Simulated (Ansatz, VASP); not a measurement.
## TiO2 in VASP and in Ansatz

Contents of INCAR:

```
SYSTEM = TiO2
PREC     = Accurate       ! precision mode
ENCUT    = 520            ! plane-wave cutoff, eV
EDIFF    = 1E-6           ! SCF threshold, eV
ISMEAR   = -1             ! smearing method
SIGMA    = 0.05           ! smearing width, eV
LREAL    = .FALSE.        ! projectors in reciprocal space
LASPH    = .TRUE.         ! aspherical terms in the spheres
NELM     = 60             ! most SCF steps
ALGO     = Normal         ! electronic algorithm
ISIF     = 2              ! what is computed and relaxed
LWAVE    = .FALSE.        ! write WAVECAR
LCHARG   = .FALSE.        ! write CHGCAR
GGA      = PE             ! functional
NBANDS   = 33             ! bands
```

KPOINTS

```
Automatic mesh
0
G
  7 7 10
  0 0 0
```

Contents of POSCAR:

```
TiO2
1.0
    4.5940000000      0.0000000000      0.0000000000
    0.0000000000      4.5940000000      0.0000000000
    0.0000000000      0.0000000000      3.0181800000
Ti O
2 4
Direct
    0.0000000000      0.0000000000      0.0000000000
    0.5000000000      0.5000000000      0.5000000000
    0.3060000000      0.3060000000      0.0000000000
    0.1940000000      0.8060000000      0.5000000000
    0.6940000000      0.6940000000      0.0000000000
    0.8060000000      0.1940000000      0.5000000000
```

Input for Ansatz:

```yaml
crystal:
  lattice:
    - [4.594, 0.0, 0.0]
    - [0.0, 4.594, 0.0]
    - [0.0, 0.0, 3.01818]
  atoms:
    - { symbol: Ti, position: [0.0, 0.0, 0.0] }
    - { symbol: Ti, position: [0.5, 0.5, 0.5] }
    - { symbol: O, position: [0.306, 0.306, 0.0] }
    - { symbol: O, position: [0.194, 0.806, 0.5] }
    - { symbol: O, position: [0.694, 0.694, 0.0] }
    - { symbol: O, position: [0.806, 0.194, 0.5] }
kpoints:
  mp_grid: { grid: [7, 7, 10] }
  band_path:
    path:
      - [0.0, 0.0, 0.0]
      - [0.0, 0.5, 0.0]
      - [0.5, 0.5, 0.0]
      - [0.0, 0.0, 0.0]
      - [0.0, 0.0, 0.5]
      - [0.0, 0.5, 0.5]
      - [0.5, 0.5, 0.5]
      - [0.0, 0.0, 0.5]
      - [0.0, 0.5, 0.0]
    npoints: 5
scf:
  occupations: { method: fermi_dirac, width: 0.05 }
hamiltonian:
  xc: pbe
  pseudopotentials: { kind: all_electron, lapw: { basis_error: 0.0005 } }
output:
  forces: true
  stress: true
  eigenvalues: true
```

Change from the starting cell: zz strain of +2 %.

Alike in both runs: task single point; functional PBE; k mesh 7 × 7 × 10; occupations fermi-dirac, width 0.05 eV; no spin polarisation.

|  | VASP | Ansatz |
| --- | --- | --- |
| version | VASP 6.6.1 | Ansatz 0.2.0 |
| potentials or method | VASP PAW PBE potentials, release 64 (Ti_sv, O), cutoff 520 eV | all-electron LAPW, scalar-relativistic |

```tsv
	VASP	Ansatz	Ansatz less VASP
gap on the k mesh at the Fermi level (eV)	1.82	1.84	+0.021
pressure (GPa)	0.5	-0.1	-0.67
traceless stress, the component that is largest in VASP (GPa)	-4.48	-4.68	-0.210
rms of the force components (eV/Å)	0.071	0.061	-0.0100
```

Atom by atom the forces differ by 0.010 eV/Å (rms over components). Ansatz ran all-electron here, and VASP with PAW potentials.
